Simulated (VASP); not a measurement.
Write the native input for VASP 6.6.1 that does the following.

| Item | Value |
| --- | --- |
| Task | single point |
| Functional | revPBE |
| Dispersion | D3(BJ) |
| Potentials or basis | VASP PAW PBE potentials, release 64 (Ti_sv, Pb_d, O) |
| Cutoff | 600 eV |
| k mesh | 6 × 6 × 6 |
| Occupations | gaussian, width 0.01 eV |
| Spin | no spin polarisation |
| Dipole correction | no |
| Further INCAR settings | ALGO = Normal; EDIFF = 1e-06; NBANDS = 30 |

The structure of TiPbO3 lies in POSCAR:

```
TiPbO3
1.0
    3.9402820079      0.0000000000      0.0000000000
    0.0000000000      3.9402820079      0.0000000000
    0.0000000000      0.0000000000      3.9402820079
Ti Pb O
1 1 3
Direct
    0.5000000000      0.5000000000      0.5000000000
    0.0000000000      0.0000000000      0.0000000000
    0.0000000000      0.5000000000      0.5000000000
    0.5000000000      0.0000000000      0.5000000000
    0.5000000000      0.5000000000      0.0000000000
```

One way to write it, as run:

INCAR

```
ALGO = Normal
EDIFF = 1E-6
ENCUT = 600
GGA = RE
GGA_COMPAT = False
ISIF = 2
ISMEAR = 0
IVDW = 12
LASPH = True
LCHARG = True
LELF = True
LREAL = False
LVHAR = True
LWAVE = False
NBANDS = 30
NELM = 120
PREC = Accurate
SIGMA = 0.01
```

KPOINTS

```
k-points
0
Gamma
  6 6 6
```

Potentials or basis: VASP PAW PBE potentials, release 64 (Ti_sv, Pb_d, O).

Launch:

```console
$ cat potpaw_PBE.64/Ti_sv/POTCAR potpaw_PBE.64/Pb_d/POTCAR potpaw_PBE.64/O/POTCAR > POTCAR
$ mpirun -np 1 vasp_std > vasp.out
```

Results of the run:

* Pressure: 0.1 GPa
* Band gap on the k mesh: 1.64 eV, indirect (least direct gap 1.65 eV)
* Dispersion energy per atom: -0.524 eV

Caveat: the PAW data sets were made with another functional, which shifts forces and pressure a little; spin-orbit coupling is left out, which moves the levels of the heavy elements.

Run time: 51 s on 1 thread of Intel Xeon 8259CL, on a shared host, peak memory 0.21 GiB.
